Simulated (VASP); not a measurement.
Runs of VASP 6.6.1 on BaTiO3. The structure is that of space group P4mm (No. 99), or close to it. The cells are those of the table. 

```csv
cell,gap on the mesh (eV),pressure (GPa),largest force (eV/Å)
"a = 3.926, b = 3.926, c = 4.265 Å, 5 atoms",1.81,4.2,0.32
"a = 3.985, b = 3.985, c = 4.139 Å, 5 atoms",(b),3.9,0.53
"a = 3.926, b = 3.926, c = 4.328 Å, 5 atoms",1.78,2.0,0.66
"a = 4.105, b = 4.105, c = 4.076 Å, 5 atoms",1.76,-2.3,0.88
"a = 3.985, b = 3.985, c = 4.265 Å, 5 atoms",1.76,-0.8,0.38
"a = 4.105, b = 4.105, c = 4.265 Å, 5 atoms",1.64,-8.7,0.63
"a = 4.105, b = 4.105, c = 4.139 Å, 5 atoms",1.72,-4.7,0.36
"a = 4.045, b = 4.045, c = 4.328 Å, 5 atoms",1.66,-6.9,0.87
"a = 4.045, b = 4.045, c = 4.202 Å, 5 atoms",1.74,-3.1,0.09
"a = 4.045, b = 4.045, c = 4.139 Å, 5 atoms",1.78,-0.8,0.43
"a = 4.045, b = 4.045, c = 4.076 Å, 5 atoms",1.82,1.7,0.95
"a = 4.045, b = 4.045, c = 4.265 Å, 5 atoms",(a),-5.1,0.51
```

Alike in all rows: task single point; level PBE; potentials or basis VASP PAW PBE potentials, release 64 (Ba_sv, Ti_sv, O_h); no spin polarisation; k mesh 8 × 8 × 6; cutoff (eV) 1340; smearing gaussian 0.05 eV.

**Question.** Fill in the values left out.

**Answer.** (a) 1.70; (b) 1.83.

Caveats: spin-orbit coupling is left out, which moves the levels of the heavy elements; the cell stands under tension (at least some runs); the stress differs along the axes, from 0 to 6 GPa (at least some runs); the cell stands under pressure (at least some runs); the stress differs along the axes, from -3 to 5 GPa (at least some runs); the stress differs along the axes, from -6 to 4 GPa (at least some runs); the stress differs along the axes, from -7 to -0 GPa (at least some runs).

A k mesh can miss the band edges, and the runs leave out spin-orbit coupling on Ba.
